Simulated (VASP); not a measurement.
# Ti2O (P-3m1) in VASP: a series of runs

The runs below take Ti2O through single point, with r2SCAN.

Program: VASP 6.6.1. These are calculated values, not measurements. Logs are shortened: lines on timing, memory, paths and dates and some standing lists are left out, and cuts for length are marked.

**1. The cell of the first run**

Symmetry: P-3m1, No. 164, trigonal system. The conventional cell has a = 2.919 Å, b = 2.919 Å, c = 4.713 Å, α = 90.00°, β = 90.00°, γ = 120.00°. Within 2.8 Å of Ti (site symmetry 3m) lie 3 O at 2.14 Å and 3 Ti at 2.68 Å. O (site symmetry -3m) has 6 Ti at 2.14 Å within 2.8 Å.

**2. Single point, r2SCAN**

POSCAR

```
Ti2O
1.0
    2.9193980238      0.0000000000      0.0000000000
   -1.4596990119      2.5282728524      0.0000000000
    0.0000000000      0.0000000000      4.7130000000
Ti O
2 1
Direct
    0.6666666667      0.3333333333      0.2787400000
    0.3333333333      0.6666666667      0.7212600000
    0.0000000000      0.0000000000      0.0000000000
```

INCAR.step1

```
ALGO = Normal ; EDIFF = 1E-5
ENCUT = 660 ; GGA = PE
GGA_COMPAT = F ; ISMEAR = 1
LASPH = T ; LCHARG = F
LREAL = F ; LWAVE = T
NBANDS = 22 ; NELM = 120
PREC = Accurate ; SIGMA = 0.05
```

INCAR.step2

```
ALGO = Normal ; EDIFF = 1E-6
ENCUT = 660 ; GGA_COMPAT = F
ISIF = 2 ; ISMEAR = 1
ISTART = 1 ; LASPH = T
LCHARG = F ; LMIXTAU = T
LREAL = F ; LWAVE = F
METAGGA = R2SCAN ; NBANDS = 22
NELM = 120 ; PREC = Accurate
SIGMA = 0.05
```

KPOINTS

```
k-points
0
Gamma
  18 18 10
```

Potentials or basis: VASP PAW PBE potentials, release 64 (Ti_sv, O).

Run with:

```bash
$ cat potpaw_PBE.64/Ti_sv/POTCAR potpaw_PBE.64/O/POTCAR > POTCAR
$ cp INCAR.step1 INCAR
$ mpirun -np 1 vasp_std > vasp.out
$ cp INCAR.step2 INCAR
$ mpirun -np 1 vasp_std > vasp.out
```

OUTCAR:

```text
EDIFF = 1E-6
   ENCUT = 660
   ISIF = 2
   ISMEAR = 1
   ISTART = 1
   LASPH = T
   LREAL = F
   METAGGA = R2SCAN
   NELM = 120
   PREC = Accurate

 ion  position               nearest neighbor table
   1  0.667  0.333  0.279-   3 2.14   3 2.14   3 2.14   2 2.68   2 2.68   2 2.68
   2  0.333  0.667  0.721-   3 2.14   3 2.14   3 2.14   1 2.68   1 2.68   1 2.68
   3  0.000  0.000  0.000-   1 2.14   2 2.14   1 2.14   2 2.14   1 2.14   2 2.14

  LATTYP: Found a hexagonal cell.
 ALAT       =     2.9193980238
 C/A-ratio  =     1.6143739091

  Lattice vectors:

 A1 = (   2.9193980238,   0.0000000000,   0.0000000000)
 A2 = (  -1.4596990119,   2.5282728524,   0.0000000000)
 A3 = (   0.0000000000,   0.0000000000,   4.7130000000)

Analysis of symmetry for initial positions (statically):
=====================================================================
 Subroutine PRICEL returns:
 Original cell was already a primitive cell.

 Routine SETGRP: Setting up the symmetry group for a
 hexagonal supercell.

 Subroutine GETGRP returns: Found 12 space group operations
 (whereof 12 operations were pure point group operations)
 out of a pool of 24 trial point group operations.

The static configuration has the point symmetry D_3d.

Analysis of symmetry for dynamics (positions and initial velocities):
=====================================================================
 Subroutine PRICEL returns:
 Original cell was already a primitive cell.

 Routine SETGRP: Setting up the symmetry group for a
 hexagonal supercell.

 Subroutine GETGRP returns: Found 12 space group operations
 (whereof 12 operations were pure point group operations)
 out of a pool of 24 trial point group operations.

The dynamic configuration has the point symmetry D_3d.

 Subroutine INISYM returns: Found 12 space group operations
 (whereof 12 operations are pure point group operations),
 and found     1 'primitive' translations

----------------------------------------------------------------------------------------

                                     Primitive cell

  volume of cell :      34.7868

  direct lattice vectors                    reciprocal lattice vectors
     2.919398024  0.000000000  0.000000000     0.342536369  0.197763465  0.000000000
    -1.459699012  2.528272852  0.000000000     0.000000000  0.395526930  0.000000000
     0.000000000  0.000000000  4.713000000     0.000000000  0.000000000  0.212179079

  length of vectors
     2.919398024  2.919398024  4.713000000     0.395526930  0.395526930  0.212179079

  position of ions in fractional coordinates (direct lattice)
     0.666666667  0.333333333  0.278740000
     0.333333333  0.666666667  0.721260000
     0.000000000  0.000000000  0.000000000

  ion indices of the primitive-cell ions
   primitive index   ion index
                 1           1
                 2           2
                 3           3

----------------------------------------------------------------------------------------

 KPOINTS: k-points

Automatic generation of k-mesh.
 Grid dimensions read from file:
 generate k-points for:   18   18   10

 Generating k-lattice:

  Cartesian coordinates                     Fractional coordinates (reciprocal lattice)
     0.019029798  0.010986859  0.000000000     0.055555556  0.000000000  0.000000000
     0.000000000  0.021973718  0.000000000     0.000000000  0.055555556  0.000000000
     0.000000000  0.000000000  0.021217908     0.000000000  0.000000000  0.100000000

  Length of vectors
     0.021973718  0.021973718  0.021217908

  Shift w.r.t. Gamma in fractional coordinates (k-lattice)
     0.000000000  0.000000000  0.000000000

 Subroutine IBZKPT returns following result:
 ===========================================

 Found    330 irreducible k-points:

 Following reciprocal coordinates:
            Coordinates               Weight
  0.000000  0.000000  0.000000      1.000000
  0.055556  0.000000  0.000000      6.000000
  0.111111  0.000000  0.000000      6.000000
  0.166667  0.000000  0.000000      6.000000
  0.222222  0.000000  0.000000      6.000000
  0.277778  0.000000  0.000000      6.000000
[... 16 lines left out ...]
  0.333333  0.111111  0.000000     12.000000
  0.388889  0.111111  0.000000     12.000000
 [... further k-points ...]
   k-points           NKPTS =    330   k-points in BZ     NKDIM =    330   number of bands    NBANDS=     22
   number of dos      NEDOS =    301   number of ions     NIONS =      3
   total plane-waves  NPLWV =  23040
   dimension x,y,z NGX =    24 NGY =   24 NGZ =   40
   dimension x,y,z NGXF=    48 NGYF=   48 NGZF=   80
   ions per type =               2   1
   NGX,Y,Z   is equivalent  to a cutoff of  13.67, 13.67, 14.11 a.u.
   NGXF,Y,Z  is equivalent  to a cutoff of  27.33, 27.33, 28.22 a.u.
 SYSTEM =  unknown system
   PREC   = accura    normal or accurate (medium, high low for compatibility)
   ISTART =      1    job   : 0-new  1-cont  2-samecut
   ICHARG =      0    charge: 1-file 2-atom 10-const
   ISPIN  =      1    spin polarized calculation?
   LNONCOLLINEAR =      F non collinear calculations
   LSORBIT =      F    spin-orbit coupling
   LASPH  =      T    aspherical Exc in radial PAW
   ENCUT  =  660.0 eV  48.51 Ry    6.96 a.u.   6.12  6.12  9.87*2*pi/ulx,y,z
   NELM   =    120;   NELMIN=  2; NELMDL=  0     # of ELM steps
   EDIFF  = 0.1E-05   stopping-criterion for ELM
   LREAL  =      F    real-space projection
[... 7 lines left out ...]
   TEBEG  =    0.0;   TEEND  =   0.0 temperature during run
   PSTRESS=    0.0 pullay stress
   NELECT =      30.0000    total number of electrons
   NUPDOWN=      -1.0000    fix difference up-down
   EMIN   =  10.00;   EMAX   =-10.00  energy-range for DOS
   EFERMI =   0.00;   METHOD = LEGACY
   ISMEAR =     1;   SIGMA  =   0.05  broadening in eV -4-tet -1-fermi 0-gaus
   EFERMI_NEDOS =   21; number of points for ismear=-14 and -15
   IALGO  =     38    algorithm
   IMIX   =      4    mixing-type and parameters
     AMIX     =   0.40;   BMIX     =  1.00
     AMIX_MAG =   1.60;   BMIX_MAG =  1.00
  volume/ion in A,a.u.               =      11.60        78.25
  Fermi-wavevector in a.u.,A,eV,Ry     =   1.558274  2.944710 33.037889  2.428216
  Thomas-Fermi vector in A             =   2.661802
   LORBIT       =      0    0 simple, 1 ext, 2 COOP (PROOUT), +10 PAW based schemes
   METAGGA = R2SCAN    functional components
   LHFCALC =     F    Hartree Fock is set to
   AEXX    =    0.0000 exact exchange contribution
   IVDW    =     0    specifies the selected vdW correction
   LEPSILON=     F    determine dielectric tensor
   LRPA    =     F    only Hartree local field effects (RPA)
 non-spin polarized calculation
 Methfessel and Paxton  Order N= 1 SIGMA  =   0.05
  energy-cutoff  :      660.00
  volume of cell :       34.79
 maximum number of plane-waves:      1362
   NGX = 13   NGY = 13   NGZ = 19

 number of electron      29.9999995 magnetization

 Free energy of the ion-electron system (eV)
  ---------------------------------------------------
  ext. energy  EPLUGINS =         0.00000000
  ---------------------------------------------------
  free energy    TOTEN  =       -37.76954842 eV

  energy without entropy =      -37.76954107  energy(sigma->0) =      -37.76954597

 E-fermi :  10.6319     XC(G=0): -13.3875

 val. band max:       10.6310374663   @ k =   0.0556   0.0000   0.5000
 cond. band min:      10.6485355720   @ k =   0.1667   0.0000   0.1000
 fundamental gap:      0.0174981057
 Fermi energy:        10.6318857356

 k-point     1 :       0.0000    0.0000    0.0000
  band No.  band energies     occupation
      1     -49.0153      2.00000
      2     -48.8265      2.00000
      3     -24.7295      2.00000
      4     -23.9227      2.00000
      5     -23.9227      2.00000
      6     -23.8082      2.00000
[... 14 lines left out ...]
     21      12.0942      0.00000
     22      14.9034      0.00000

 k-point     2 :       0.0556    0.0000    0.0000
  band No.  band energies     occupation
      1     -49.0115      2.00000
      2     -48.8252      2.00000
      3     -24.7194      2.00000
      4     -23.9465      2.00000
      5     -23.9289      2.00000
      6     -23.8143      2.00000
[... 14 lines left out ...]
     21      12.2124      0.00000
     22      14.7068      0.00000

 k-point     3 :       0.1111    0.0000    0.0000
  band No.  band energies     occupation
      1     -49.0004      2.00000
      2     -48.8217      2.00000
      3     -24.6900      2.00000
      4     -24.0075      2.00000
      5     -23.9462      2.00000
      6     -23.8683      2.00000
[... 14 lines left out ...]
     21      12.4751      0.00000
     22      14.3492      0.00000

 k-point     4 :       0.1667    0.0000    0.0000
  band No.  band energies     occupation
      1     -48.9830      2.00000
      2     -48.8166      2.00000
      3     -24.6439      2.00000
      4     -24.0936      2.00000
      5     -23.9716      2.00000
      6     -23.9473      2.00000
[... 14 lines left out ...]
     21      12.7852      0.00000
     22      14.0469      0.00000

 k-point     5 :       0.2222    0.0000    0.0000
  band No.  band energies     occupation
      1     -48.9610      2.00000
      2     -48.8110      2.00000
      3     -24.5856      2.00000
      4     -24.1962      2.00000
      5     -24.0370      2.00000
      6     -24.0014      2.00000
[... 417 lines left out ...]
 k-point    22 :       0.2778    0.1111    0.0000
  band No.  band energies     occupation
      1     -48.9046      2.00000
      2     -48.8027      2.00000
      3     -24.4534      2.00000
      4     -24.3913      2.00000
      5     -24.2302      2.00000
      6     -24.0515      2.00000
[... 14 lines left out ...]
     21      13.8513      0.00000
     22      14.3987      0.00000

 k-point    23 :       0.3333    0.1111    0.0000
  band No.  band energies     occupation
      1     -48.8829      2.00000
      2     -48.8030      2.00000
      3     -24.4791      2.00000
      4     -24.4197      2.00000
      5     -24.2263      2.00000
      6     -24.0891      2.00000
[... 14 lines left out ...]
     21      14.0343      0.00000
     22      14.3470      0.00000

 k-point    24 :       0.3889    0.1111    0.0000
  band No.  band energies     occupation
      1     -48.8667      2.00000
      2     -48.8052      2.00000
      3     -24.5282      2.00000
      4     -24.4216      2.00000
      5     -24.1911      2.00000
      6     -24.1193      2.00000
[... 14 lines left out ...]
     21      14.0820      0.00000
     22      14.3414      0.00000

 [... further k-points ...]

------------------------ aborting loop because EDIFF is reached ----------------------------------------

  FORCE on cell =-STRESS in cart. coord.  units (eV):
  Direction    XX          YY          ZZ          XY          YZ          ZX
  --------------------------------------------------------------------------------------
  -------------------------------------------------------------------------------------
  Total        1.5874565      1.5874565      3.3165414      0.0000000     -0.0000000      0.0000000
  in kB       73.1135237     73.1135237    152.7500321      0.0000000     -0.0000000      0.0000000
  external PRESSURE =      99.6590265 kB  Pullay stress =       0.0000000 kB

 VOLUME and BASIS-vectors are now :
 -----------------------------------------------------------------------------
  energy-cutoff  :      660.00
  volume of cell :       34.79
      direct lattice vectors                 reciprocal lattice vectors
     2.919398024  0.000000000  0.000000000     0.342536369  0.197763465  0.000000000
    -1.459699012  2.528272852  0.000000000     0.000000000  0.395526930  0.000000000
     0.000000000  0.000000000  4.713000000     0.000000000  0.000000000  0.212179079

 POSITION                                       TOTAL-FORCE (eV/Angst)
 -----------------------------------------------------------------------------------
      1.45970      0.84276      1.31370         0.000000      0.000000     -1.019782
     -0.00000      1.68552      3.39930        -0.000000     -0.000000      1.019782
      0.00000      0.00000      0.00000        -0.000000      0.000000      0.000000
 -----------------------------------------------------------------------------------
    total drift:                               -0.000000      0.000000      0.000000

  FREE ENERGIE OF THE ION-ELECTRON SYSTEM (eV)
  ---------------------------------------------------
  free  energy   TOTEN  =       -37.7695484187 eV

  energy  without entropy=      -37.7695410716  energy(sigma->0) =      -37.76954597
```

Run time: 27 min. Hardware: 1 thread of Oxide Virtual Turin-like, shared host; peak memory 0.38 GiB.

What came out:

| Item | Value |
| --- | --- |
| Free energy | -37.7695 eV |
| Pressure | 10.0 GPa |
| Largest force | 1.020 eV/Å |
| Band gap on the k mesh | zero (bands 15 and 16 overlap by 0.96 eV) |

Forces in eV/Å, atoms in the order of the input:
```
Ti   0.000  0.000 -1.020
Ti   0.000  0.000  1.020
O    0.000  0.000  0.000
```

Caveat: the stress differs along the axes, from 7 to 15 GPa; the PAW data sets were made with another functional, which shifts forces and pressure a little.

**3. Single point, r2SCAN**

POSCAR is that of step 2.

INCAR.step1

```
PREC = Accurate
ENCUT = 660
ISMEAR = 0
SIGMA = 0.1
LREAL = False
LASPH = True
NELM = 120
NBANDS = 22
GGA = PE
ALGO = Normal
EDIFF = 1E-5
LWAVE = True
LCHARG = False
GGA_COMPAT = False
```

INCAR.step2

```
PREC = Accurate
ENCUT = 660
EDIFF = 1E-6
ISMEAR = 0
SIGMA = 0.1
LREAL = False
LASPH = True
NELM = 120
ALGO = Normal
ISIF = 2
LWAVE = False
LCHARG = False
METAGGA = R2SCAN
LMIXTAU = True
NBANDS = 22
ISTART = 1
GGA_COMPAT = False
```

KPOINTS

```
regular mesh
0
Gamma
  24 24 14
```

Potentials or basis: VASP PAW PBE potentials, release 64 (Ti_sv, O).

Run with:

```bash
$ cat potpaw_PBE.64/Ti_sv/POTCAR potpaw_PBE.64/O/POTCAR > POTCAR
$ cp INCAR.step1 INCAR
$ mpirun -np 1 vasp_std > vasp.out
$ cp INCAR.step2 INCAR
$ mpirun -np 1 vasp_std > vasp.out
```

Run time: 49 min. Hardware: 1 thread of Oxide Virtual Turin-like, shared host; peak memory 0.73 GiB.

The run converged. Its results:

* Free energy: -37.7715 eV
* Pressure: 10.0 GPa
* Largest force: 1.002 eV/Å
* Band gap on the k mesh: zero (bands 15 and 16 overlap by 0.96 eV)

Forces on the atoms (eV/Å):
```
Ti   0.000  0.000 -1.002
Ti   0.000  0.000  1.002
O    0.000  0.000  0.000
```

Stress tensor (GPa, compression positive):
```
 7.37  0.00  0.00
 0.00  7.37  0.00
 0.00  0.00 15.19
```

Levels at points of the mesh, in eV from the Fermi level:
```
           k point  band 12  band 13  band 14  band 15  band 16  band 17  band 18  band 19
(0.00, 0.00, 0.00)    -6.28    -4.14    -0.65     0.37     0.42     0.42     0.94     0.94
(0.50, 0.00, 0.00)    -6.81    -3.00    -1.69    -0.76     1.26     1.70     3.06     3.17
(0.00, 0.00, 0.50)    -6.37    -2.23    -2.02     0.09     0.09     1.39     1.98     1.98
(0.50, 0.00, 0.50)    -6.71    -1.82    -1.69    -0.86    -0.48     0.81     3.04     3.14
```

Caveat: the stress differs along the axes, from 7 to 15 GPa; the PAW data sets were made with another functional, which shifts forces and pressure a little.
